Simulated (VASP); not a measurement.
Wanted: the native input for a VASP 6.6.1 run.

```yaml
Task: relaxation of cell and atoms
Functional: PBE
Potentials_or_basis: VASP PAW PBE potentials, release 64 (Na_sv, Rh_sv_GW)
Cutoff: 970 eV
k_mesh: 3 × 3 × 6
Occupations: gaussian, width 0.1 eV
Spin: no spin polarisation
Dipole_correction: no
Further_INCAR_settings: ALGO = Normal; EDIFF = 1e-07; IBRION = 2; EDIFFG = -0.04; NSW = 90; ISIF = 3
```

The structure of Na3Rh lies in POSCAR:

```
Na3Rh
1.0
    7.8516456878      0.0000000000      0.0000000000
   -3.9258228439      6.7997246272      0.0000000000
    0.0000000000      0.0000000000      2.7961861762
Na Rh
3 1
Direct
    0.8154125928      0.1845874072      0.0000000000
    0.8154125928      0.6308251856      0.0000000000
    0.3691748144      0.1845874072      0.0000000000
    0.0000000000      0.0000000000      0.5000000000
```

The cell was generated, and may not be a known phase.

One way to write it, as run:

INCAR

```
PREC     = Accurate       # precision mode
ENCUT    = 970            # plane-wave cutoff, eV
EDIFF    = 1E-7           # SCF threshold, eV
ISMEAR   = 0              # smearing method
SIGMA    = 0.1            # smearing width, eV
LREAL    = False          # projectors in reciprocal space
LASPH    = True           # aspherical terms in the spheres
NELM     = 120            # most SCF steps
ALGO     = Normal         # electronic algorithm
ISIF     = 3              # what is computed and relaxed
LWAVE    = False          # write WAVECAR
LCHARG   = False          # write CHGCAR
GGA      = PE             # functional
IBRION   = 2              # ionic algorithm
NSW      = 90             # ionic steps
EDIFFG   = -0.04          # ionic threshold
GGA_COMPAT= False        
NELMIN   = 4
```

KPOINTS

```
Automatic mesh
0
Gamma
  3 3 6
```

Potentials or basis: VASP PAW PBE potentials, release 64 (Na_sv, Rh_sv_GW).

Run with:

```bash
$ cat potpaw_PBE.64/Na_sv/POTCAR potpaw_PBE.64/Rh_sv_GW/POTCAR > POTCAR
$ mpirun -np 1 vasp_std > vasp.out
```

Results of the run:

| Item | Value |
| --- | --- |
| Relaxed volume | 37.26 Å³/atom |
| Relaxed cell | a = 7.716 Å, b = 7.716 Å, c = 2.890 Å, α = 90.00°, β = 90.00°, γ = 120.00° |
| Space group after relaxing (to 0.1 Å) | P-6m2 (No. 187) |
| Energy gained by relaxing | 4.8 meV/atom |
| Ionic steps | 6 |
| Pressure after relaxing | 0.0 GPa |
| Largest force after relaxing | 0.028 eV/Å |
| Band gap on the k mesh | zero (bands 22 and 23 overlap by 2.45 eV) |

Caveat: the k points lie up to 0.36 Å⁻¹ apart in the final cell, too coarse for converged energies and pressures of a metal.

It took 10 min on 1 thread of Intel(R) Xeon(R) Platinum 8488C (Sapphire Rapids), on a shared host, peak memory 0.51 GiB.
